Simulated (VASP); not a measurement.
# Ru (P6_3/mmc) in VASP: a series of runs

Runs on Ru. Level: r2SCAN. Tasks: single point.

All numbers are computed with VASP 6.6.1; they aren't measurements. Logs are shortened: lines on timing, memory, paths and dates and some standing lists are left out, and cuts for length are marked.

## Step 1: The cell of the first run

The structure is hexagonal, space group P6_3/mmc (No. 194). Conventional cell: a = 2.702 Å, b = 2.702 Å, c = 4.308 Å, α = 90.00°, β = 90.00°, γ = 120.00°. Within 3.5 Å of Ru (site symmetry -6m2) lie 12 Ru at 2.66 to 2.70 Å.

## Step 2: Single point, r2SCAN (strain along c alone, the other axes held: +1.0 %)

POSCAR reads:

```
Ru
1.0
    2.7024647927      0.0000000000      0.0000000000
   -1.3512323964      2.3404031633      0.0000000000
    0.0000000000      0.0000000000      4.3084974048
Ru
2
Direct
    0.3333333333      0.6666666667      0.2500000000
    0.6666666667      0.3333333333      0.7500000000
```

INCAR.step1 reads:

```
SYSTEM = Ru
  PREC = Accurate
  ENCUT = 550
  ISMEAR = 0
  SIGMA = 0.1
  LREAL = .False.
  LASPH = .True.
  NELM = 120
  NBANDS = 21
  GGA = PE
  ALGO = Normal
  EDIFF = 1E-5
  LWAVE = .True.
  LCHARG = .False.
  GGA_COMPAT = .False.
```

INCAR.step2 reads:

```
SYSTEM = Ru
  PREC = Accurate
  ENCUT = 550
  EDIFF = 1E-6
  ISMEAR = 0
  SIGMA = 0.1
  LREAL = .False.
  LASPH = .True.
  NELM = 120
  ALGO = Normal
  ISIF = 2
  LWAVE = .False.
  LCHARG = .False.
  METAGGA = R2SCAN
  LMIXTAU = .True.
  NBANDS = 21
  ISTART = 1
  GGA_COMPAT = .False.
```

KPOINTS reads:

```
regular mesh
0
Gamma
  24 24 12
  0 0 0
```

Potentials or basis: VASP PAW PBE potentials, release 64 (Ru_pv).

Command:

```
$ cat potpaw_PBE.64/Ru_pv/POTCAR > POTCAR
$ cp INCAR.step1 INCAR
$ mpirun -np 1 vasp_std > vasp.out
$ cp INCAR.step2 INCAR
$ mpirun -np 1 vasp_std > vasp.out
```

OUTCAR:

```text
SYSTEM = Ru
   PREC = Accurate
   ENCUT = 550
   EDIFF = 1E-6
   ISMEAR = 0
   LREAL = .False.
   LASPH = .True.
   NELM = 120
   ISIF = 2
   METAGGA = R2SCAN
   ISTART = 1

 ion  position               nearest neighbor table
   1  0.333  0.667  0.250-   2 2.66   2 2.66   2 2.66   2 2.66   2 2.66   2 2.66
   2  0.667  0.333  0.750-   1 2.66   1 2.66   1 2.66   1 2.66   1 2.66   1 2.66

  LATTYP: Found a hexagonal cell.
 ALAT       =     2.7024647927
 C/A-ratio  =     1.5942843794

  Lattice vectors:

 A1 = (   2.7024647927,   0.0000000000,   0.0000000000)
 A2 = (  -1.3512323964,   2.3404031633,   0.0000000000)
 A3 = (   0.0000000000,   0.0000000000,   4.3084974048)

Analysis of symmetry for initial positions (statically):
=====================================================================
 Subroutine PRICEL returns:
 Original cell was already a primitive cell.

 Routine SETGRP: Setting up the symmetry group for a
 hexagonal supercell.

 Subroutine GETGRP returns: Found 24 space group operations
 (whereof 12 operations were pure point group operations)
 out of a pool of 24 trial point group operations.

The static configuration has the point symmetry D_3d.
 The point group associated with its full space group is D_6h.

Analysis of symmetry for dynamics (positions and initial velocities):
=====================================================================
 Subroutine PRICEL returns:
 Original cell was already a primitive cell.

 Routine SETGRP: Setting up the symmetry group for a
 hexagonal supercell.

 Subroutine GETGRP returns: Found 24 space group operations
 (whereof 12 operations were pure point group operations)
 out of a pool of 24 trial point group operations.

The dynamic configuration has the point symmetry D_3d.
 The point group associated with its full space group is D_6h.

 Subroutine INISYM returns: Found 24 space group operations
 (whereof 12 operations are pure point group operations),
 and found     1 'primitive' translations

----------------------------------------------------------------------------------------

                                     Primitive cell

  volume of cell :      27.2506

  direct lattice vectors                    reciprocal lattice vectors
     2.702464793  0.000000000  0.000000000     0.370032573  0.213638405  0.000000000
    -1.351232396  2.340403163  0.000000000     0.000000000  0.427276811  0.000000000
     0.000000000  0.000000000  4.308497405     0.000000000  0.000000000  0.232099478

  length of vectors
     2.702464793  2.702464793  4.308497405     0.427276811  0.427276811  0.232099478

  position of ions in fractional coordinates (direct lattice)
     0.333333333  0.666666667  0.250000000
     0.666666667  0.333333333  0.750000000

  ion indices of the primitive-cell ions
   primitive index   ion index
                 1           1
                 2           2

----------------------------------------------------------------------------------------

 KPOINTS: regular mesh

Automatic generation of k-mesh.
 Grid dimensions read from file:
 generate k-points for:   24   24   12

 Generating k-lattice:

  Cartesian coordinates                     Fractional coordinates (reciprocal lattice)
     0.015418024  0.008901600  0.000000000     0.041666667  0.000000000  0.000000000
     0.000000000  0.017803200  0.000000000     0.000000000  0.041666667  0.000000000
     0.000000000  0.000000000  0.019341623     0.000000000  0.000000000  0.083333333

  Length of vectors
     0.017803200  0.017803200  0.019341623

  Shift w.r.t. Gamma in fractional coordinates (k-lattice)
     0.000000000  0.000000000  0.000000000

 Subroutine IBZKPT returns following result:
 ===========================================

 Found    427 irreducible k-points:

 Following reciprocal coordinates:
            Coordinates               Weight
  0.000000  0.000000  0.000000      1.000000
  0.041667  0.000000  0.000000      6.000000
  0.083333  0.000000  0.000000      6.000000
  0.125000  0.000000  0.000000      6.000000
  0.166667  0.000000  0.000000      6.000000
  0.208333  0.000000  0.000000      6.000000
[... 16 lines left out ...]
  0.416667  0.041667  0.000000     12.000000
  0.458333  0.041667  0.000000     12.000000
 [... further k-points ...]
   k-points           NKPTS =    427   k-points in BZ     NKDIM =    427   number of bands    NBANDS=     21
   number of dos      NEDOS =    301   number of ions     NIONS =      2
   total plane-waves  NPLWV =  20736
   dimension x,y,z NGX =    24 NGY =   24 NGZ =   36
   dimension x,y,z NGXF=    48 NGYF=   48 NGZF=   72
   ions per type =               2
   NGX,Y,Z   is equivalent  to a cutoff of  14.76, 14.76, 13.89 a.u.
   NGXF,Y,Z  is equivalent  to a cutoff of  29.53, 29.53, 27.78 a.u.
 SYSTEM =  Ru
   PREC   = accura    normal or accurate (medium, high low for compatibility)
   ISTART =      1    job   : 0-new  1-cont  2-samecut
   ICHARG =      0    charge: 1-file 2-atom 10-const
[... 33 lines left out ...]
  energy-cutoff  :      550.00
  volume of cell :       27.25
 maximum number of plane-waves:       811
 NGX is ok and might be reduce to    24
   NGX = 11   NGY = 11   NGZ = 17

 number of electron      28.0000003 magnetization

 Free energy of the ion-electron system (eV)
  ---------------------------------------------------
  ext. energy  EPLUGINS =         0.00000000
  ---------------------------------------------------
  free energy    TOTEN  =       -50.85414815 eV

  energy without entropy =      -50.84497153  energy(sigma->0) =      -50.84955984

 E-fermi :  12.6802     XC(G=0): -15.3846

 val. band max:       12.6789788039   @ k =   0.2083   0.1250   0.0833
 cond. band min:      12.6839553081   @ k =   0.1667   0.1250   0.2500
 fundamental gap:      0.0049765042
 Fermi energy:        12.6801683214

 k-point     1 :       0.0000    0.0000    0.0000
  band No.  band energies     occupation
      1     -32.4002      2.00000
      2     -31.4075      2.00000
      3     -31.4075      2.00000
      4     -31.2336      2.00000
      5     -31.2336      2.00000
      6     -31.2005      2.00000
[... 13 lines left out ...]
     20      21.0572      0.00000
     21      23.3392      0.00000

 k-point     2 :       0.0417    0.0000    0.0000
  band No.  band energies     occupation
      1     -32.3939      2.00000
      2     -31.4214      2.00000
      3     -31.4121      2.00000
      4     -31.2481      2.00000
      5     -31.2355      2.00000
      6     -31.2033      2.00000
[... 13 lines left out ...]
     20      21.0572      0.00000
     21      23.3287      0.00000

 k-point     3 :       0.0833    0.0000    0.0000
  band No.  band energies     occupation
      1     -32.3751      2.00000
      2     -31.4622      2.00000
      3     -31.4256      2.00000
      4     -31.2906      2.00000
      5     -31.2413      2.00000
      6     -31.2117      2.00000
[... 13 lines left out ...]
     20      21.0572      0.00000
     21      23.2964      0.00000

 k-point     4 :       0.1250    0.0000    0.0000
  band No.  band energies     occupation
      1     -32.3444      2.00000
      2     -31.5272      2.00000
      3     -31.4466      2.00000
      4     -31.3575      2.00000
      5     -31.2508      2.00000
      6     -31.2256      2.00000
[... 13 lines left out ...]
     20      21.0572      0.00000
     21      23.2409      0.00000

 k-point     5 :       0.1667    0.0000    0.0000
  band No.  band energies     occupation
      1     -32.3031      2.00000
      2     -31.6119      2.00000
      3     -31.4735      2.00000
      4     -31.4432      2.00000
      5     -31.2637      2.00000
      6     -31.2453      2.00000
[... 13 lines left out ...]
     20      21.0572      0.00000
     21      23.1643      0.00000
[... 382 lines left out ...]
     20      22.5771      0.00000
     21      22.9853      0.00000

 k-point    22 :       0.3750    0.0417    0.0000
  band No.  band energies     occupation
      1     -32.1359      2.00000
      2     -31.9692      2.00000
      3     -31.9473      2.00000
      4     -31.6376      2.00000
      5     -31.4415      2.00000
      6     -31.3602      2.00000
[... 13 lines left out ...]
     20      21.6517      0.00000
     21      23.9189      0.00000

 k-point    23 :       0.4167    0.0417    0.0000
  band No.  band energies     occupation
      1     -32.1883      2.00000
      2     -31.9939      2.00000
      3     -31.9190      2.00000
      4     -31.6539      2.00000
      5     -31.4778      2.00000
      6     -31.3698      2.00000
[... 13 lines left out ...]
     20      21.0572      0.00000
     21      24.0709      0.00000

 k-point    24 :       0.4583    0.0417    0.0000
  band No.  band energies     occupation
      1     -32.2153      2.00000
      2     -32.0179      2.00000
      3     -31.8893      2.00000
      4     -31.6623      2.00000
      5     -31.5004      2.00000
      6     -31.3747      2.00000
[... 13 lines left out ...]
     20      21.0572      0.00000
     21      24.2842      0.00000

 [... further k-points ...]

------------------------ aborting loop because EDIFF is reached ----------------------------------------

  FORCE on cell =-STRESS in cart. coord.  units (eV):
  Direction    XX          YY          ZZ          XY          YZ          ZX
  --------------------------------------------------------------------------------------
  -------------------------------------------------------------------------------------
  Total       -0.0118745     -0.0118745     -0.9490365      0.0000000      0.0000000      0.0000000
  in kB       -0.6981484     -0.6981484    -55.7977829      0.0000000      0.0000000      0.0000000
  external PRESSURE =     -19.0646933 kB  Pullay stress =       0.0000000 kB

 VOLUME and BASIS-vectors are now :
 -----------------------------------------------------------------------------
  energy-cutoff  :      550.00
  volume of cell :       27.25
      direct lattice vectors                 reciprocal lattice vectors
     2.702464793  0.000000000  0.000000000     0.370032573  0.213638405  0.000000000
    -1.351232396  2.340403163  0.000000000     0.000000000  0.427276811  0.000000000
     0.000000000  0.000000000  4.308497405     0.000000000  0.000000000  0.232099478

 POSITION                                       TOTAL-FORCE (eV/Angst)
 -----------------------------------------------------------------------------------
     -0.00000      1.56027      1.07712        -0.000000      0.000000      0.000000
      1.35123      0.78013      3.23137         0.000000     -0.000000      0.000000
 -----------------------------------------------------------------------------------
    total drift:                                0.000000     -0.000000      0.000000

  FREE ENERGIE OF THE ION-ELECTRON SYSTEM (eV)
  ---------------------------------------------------
  free  energy   TOTEN  =       -50.8541481535 eV

  energy  without entropy=      -50.8449715264  energy(sigma->0) =      -50.84955984
```

Wall time 4.6 min (1 thread of Intel Xeon 6975P-C (Granite Rapids), shared host); peak memory 0.32 GiB.

What came out:

```yaml
Free_energy: -50.8541 eV
Pressure: -1.9 GPa
Band_gap_on_the_k_mesh: zero (bands 14 and 15 overlap by 3.32 eV)
```

Levels at points of the mesh, in eV from the Fermi level:
```
           k point  band 10  band 11  band 12  band 13  band 14  band 15  band 16  band 17  band 18  band 19
(0.00, 0.00, 0.00)    -2.70    -2.60    -2.02    -2.02    -1.41    -1.41     1.21     1.21     1.23     8.38
(0.50, 0.00, 0.00)    -3.09    -2.23    -1.86    -1.63     1.50     1.91     1.92     4.21     6.39     8.38
(0.00, 0.00, 0.50)    -2.88    -2.86    -2.86    -2.86    -2.86     0.53     0.53     0.53     0.53     8.38
(0.50, 0.00, 0.50)    -4.77    -1.09    -1.09     0.45     0.45     1.75     1.75     3.51     3.51     8.38
```

Caveat: the cell differs from its parent crystal (strain along c alone, the other axes held: +1.0 %); the PAW data sets were made with another functional, which shifts forces and pressure a little.

## Step 3: Single point, r2SCAN (strain along c alone, the other axes held: +2.0 %)

POSCAR, as its differences from that of step 2:

```diff
@@ -4,3 +4,3 @@
    -1.3512323964      2.3404031633      0.0000000000
-    0.0000000000      0.0000000000      4.3084974048
+    0.0000000000      0.0000000000      4.3511557949
 Ru
```

INCAR.step1 reads:

```
SYSTEM = Ru
PREC = Accurate
ENCUT = 550
ISMEAR = 0
SIGMA = 0.1
LREAL = .FALSE.
LASPH = .TRUE.
NELM = 120
NBANDS = 21
GGA = PE
ALGO = Normal
EDIFF = 1E-5
LWAVE = .TRUE.
LCHARG = .FALSE.
GGA_COMPAT = .FALSE.
```

INCAR.step2 reads:

```
SYSTEM = Ru
PREC = Accurate
ENCUT = 550
EDIFF = 1E-6
ISMEAR = 0
SIGMA = 0.1
LREAL = .FALSE.
LASPH = .TRUE.
NELM = 120
ALGO = Normal
ISIF = 2
LWAVE = .FALSE.
LCHARG = .TRUE.
METAGGA = R2SCAN
LMIXTAU = .TRUE.
LELF = .TRUE.
LVHAR = .TRUE.
NBANDS = 21
ISTART = 1
GGA_COMPAT = .FALSE.
```

KPOINTS reads:

```
regular mesh
0
G
  24 24 12
  0 0 0
```

Potentials or basis: VASP PAW PBE potentials, release 64 (Ru_pv).

Command:

```
$ cat potpaw_PBE.64/Ru_pv/POTCAR > POTCAR
$ cp INCAR.step1 INCAR
$ mpirun -np 1 vasp_std > vasp.out
$ cp INCAR.step2 INCAR
$ mpirun -np 1 vasp_std > vasp.out
```

Run time: 4.7 min. Hardware: 1 thread of Intel Xeon 6975P-C (Granite Rapids), shared host; peak memory 0.32 GiB.

Results (log left out):

```yaml
Free_energy: -50.8397 eV
Pressure: -5.1 GPa
Band_gap_on_the_k_mesh: zero (bands 14 and 15 overlap by 3.31 eV)
```

Stress tensor (GPa, compression positive):
```
 -1.81   0.00   0.00
  0.00  -1.81   0.00
  0.00   0.00 -11.68
```

Levels at points of the mesh, in eV from the Fermi level:
```tsv
k point	band 11	band 12	band 13	band 14	band 15	band 16	band 17	band 18
(0.00, 0.00, 0.00)	-2.65	-2.00	-2.00	-1.31	-1.31	1.11	1.19	1.19
(0.50, 0.00, 0.00)	-2.26	-1.80	-1.66	1.54	1.85	1.92	4.18	6.34
(0.00, 0.00, 0.50)	-2.78	-2.78	-2.78	-2.78	0.52	0.52	0.52	0.52
(0.50, 0.00, 0.50)	-1.04	-1.04	0.45	0.45	1.77	1.77	3.48	3.48
```

Caveat: the cell differs from its parent crystal (strain along c alone, the other axes held: +2.0 %); the cell stands under tension; the PAW data sets were made with another functional, which shifts forces and pressure a little.

## Step 4: Single point, r2SCAN (biaxial strain in the a-b plane: +3.0 %, then relaxed in part)

POSCAR reads:

```
Ru
1.0
    2.7835387355      0.0000000000      0.0000000000
   -1.3917693677      2.4106152573      0.0000000000
    0.0000000000      0.0000000000      4.1921885782
Ru
2
Direct
    0.3333333333      0.6666666667      0.2500000000
    0.6666666667      0.3333333333      0.7500000000
```

INCAR.step1 reads:

```
PREC     = Accurate       # precision mode
ENCUT    = 520            # plane-wave cutoff, eV
ISMEAR   = 0              # smearing method
SIGMA    = 0.1            # smearing width, eV
LREAL    = False          # projectors in reciprocal space
LASPH    = True           # aspherical terms in the spheres
NELM     = 60             # most SCF steps
NBANDS   = 21             # bands
GGA      = PE             # functional
ALGO     = Normal         # electronic algorithm
EDIFF    = 1E-4           # SCF threshold, eV
LWAVE    = True           # write WAVECAR
LCHARG   = False          # write CHGCAR
```

INCAR.step2 reads:

```
PREC     = Accurate       # precision mode
ENCUT    = 520            # plane-wave cutoff, eV
EDIFF    = 1E-7           # SCF threshold, eV
ISMEAR   = 0              # smearing method
SIGMA    = 0.1            # smearing width, eV
LREAL    = False          # projectors in reciprocal space
LASPH    = True           # aspherical terms in the spheres
NELM     = 60             # most SCF steps
ALGO     = Normal         # electronic algorithm
ISIF     = 2              # what is computed and relaxed
LWAVE    = False          # write WAVECAR
LCHARG   = False          # write CHGCAR
METAGGA  = R2SCAN         # meta-GGA
LMIXTAU  = True         
NBANDS   = 21             # bands
ISTART   = 1
```

KPOINTS reads:

```
regular mesh
0
Gamma
  24 24 12
```

Command:

```
$ cat potpaw_PBE.64/Ru_pv/POTCAR > POTCAR
$ cp INCAR.step1 INCAR
$ mpirun -np 1 vasp_std > vasp.out
$ cp INCAR.step2 INCAR
$ mpirun -np 1 vasp_std > vasp.out
```

It took 17 min on 1 thread of Intel Xeon 8259CL, shared host; peak memory 0.32 GiB.

The run converged. Its results:

```
Free energy            : -50.7781 eV
Pressure               : -10.2 GPa
Band gap on the k mesh : zero (bands 14 and 15 overlap by 3.15 eV)
```

Stress tensor (GPa, compression positive):
```
-15.96   0.00   0.00
  0.00 -15.96   0.00
  0.00   0.00   1.44
```

Levels at points of the mesh, in eV from the Fermi level:
| k point | band 11 | band 12 | band 13 | band 14 | band 15 | band 16 | band 17 | band 18 |
| --- | --- | --- | --- | --- | --- | --- | --- | --- |
| (0.00, 0.00, 0.00) | -1.95 | -1.86 | -1.86 | -1.79 | -1.79 | 1.14 | 1.14 | 1.90 |
| (0.50, 0.00, 0.00) | -2.00 | -1.82 | -1.25 | 1.07 | 1.60 | 2.05 | 3.88 | 5.95 |
| (0.00, 0.00, 0.50) | -2.95 | -2.95 | -2.46 | -2.46 | 0.56 | 0.56 | 0.56 | 0.56 |
| (0.50, 0.00, 0.50) | -1.26 | -1.26 | 0.38 | 0.38 | 1.41 | 1.41 | 3.32 | 3.32 |

Caveat: the cell differs from its parent crystal (biaxial strain in the a-b plane: +3.0 %, then relaxed in part); the cell stands under tension; the PAW data sets were made with another functional, which shifts forces and pressure a little.

## Step 5: Single point, r2SCAN

This run uses another cell than the first one, of 13.49 Å³/atom.

POSCAR reads:

```
Ru
1.0
    2.7024647917      0.0000000000      0.0000000000
   -1.3512323958      2.3404031625      0.0000000000
    0.0000000000      0.0000000000      4.2658390119
Ru
2
Direct
    0.3333333333      0.6666666667      0.2500000000
    0.6666666667      0.3333333333      0.7500000000
```

INCAR.step1 reads:

```
ALGO = Normal
EDIFF = 1E-4
ENCUT = 520
GGA = PE
ISMEAR = 0
LASPH = True
LCHARG = False
LREAL = False
LWAVE = True
NBANDS = 21
NELM = 80
PREC = Accurate
SIGMA = 0.1
```

INCAR.step2 reads:

```
ALGO = Normal
EDIFF = 1E-7
ENCUT = 520
ISIF = 2
ISMEAR = 0
ISTART = 1
LASPH = True
LCHARG = False
LMIXTAU = True
LREAL = False
LWAVE = False
METAGGA = R2SCAN
NBANDS = 21
NELM = 80
PREC = Accurate
SIGMA = 0.1
```

KPOINTS reads:

```
k-points
0
Gamma
  18 18 10
```

Command:

```
$ cat potpaw_PBE.64/Ru_pv/POTCAR > POTCAR
$ cp INCAR.step1 INCAR
$ mpirun -np 1 vasp_std > vasp.out
$ cp INCAR.step2 INCAR
$ mpirun -np 1 vasp_std > vasp.out
```

Wall time 6.3 min (1 thread of Intel Xeon 8259CL, shared host); peak memory 0.22 GiB.

It converged, with:

| Quantity | Value |
| --- | --- |
| Free energy | -50.8590 eV |
| Pressure | 1.5 GPa |
| Band gap on the k mesh | zero (bands 14 and 15 overlap by 3.29 eV) |

Stress tensor (GPa, compression positive):
```
1.46 0.00 0.00
0.00 1.46 0.00
0.00 0.00 1.66
```

Levels at points of the mesh, in eV from the Fermi level:
```tsv
k point	band 10	band 11	band 12	band 13	band 14	band 15	band 16	band 17	band 18	band 19
(0.00, 0.00, 0.00)	-2.72	-2.51	-2.00	-2.00	-1.49	-1.49	1.25	1.25	1.40	8.42
(0.50, 0.00, 0.00)	-3.19	-2.17	-1.88	-1.57	1.49	1.93	2.03	4.27	6.46	8.42
(0.00, 0.00, 0.50)	-2.91	-2.91	-2.91	-2.83	-2.83	0.58	0.58	0.58	0.58	8.42
(0.50, 0.00, 0.50)	-4.77	-1.12	-1.12	0.48	0.48	1.76	1.76	3.57	3.57	8.42
```

Caveat: the PAW data sets were made with another functional, which shifts forces and pressure a little.

## Step 6: Summary

| cell | k mesh | cutoff (eV) | gap on the mesh (eV) | pressure (GPa) |
| --- | --- | --- | --- | --- |
| a = 2.702, b = 2.702, c = 4.308 Å, angles 90.0, 90.0, 120.0°, 2 atoms | 24 × 24 × 12 | 550 | none | -1.9 |
| a = 2.702, b = 2.702, c = 4.351 Å, angles 90.0, 90.0, 120.0°, 2 atoms | 24 × 24 × 12 | 550 | none | -5.1 |
| a = 2.784, b = 2.784, c = 4.192 Å, angles 90.0, 90.0, 120.0°, 2 atoms | 24 × 24 × 12 | 520 | none | -10.2 |
| a = 2.702, b = 2.702, c = 4.266 Å, angles 90.0, 90.0, 120.0°, 2 atoms | 18 × 18 × 10 | 520 | none | 1.5 |

Alike in all rows: task single point; level r2SCAN; potentials or basis VASP PAW PBE potentials, release 64 (Ru_pv); no spin polarisation; smearing gaussian 0.1 eV.

Caveats: the PAW data sets were made with another functional, which shifts forces and pressure a little; the cell stands under tension (at least some runs).

Total energies depend on the potentials used, so only differences within one code and one set of settings carry meaning.
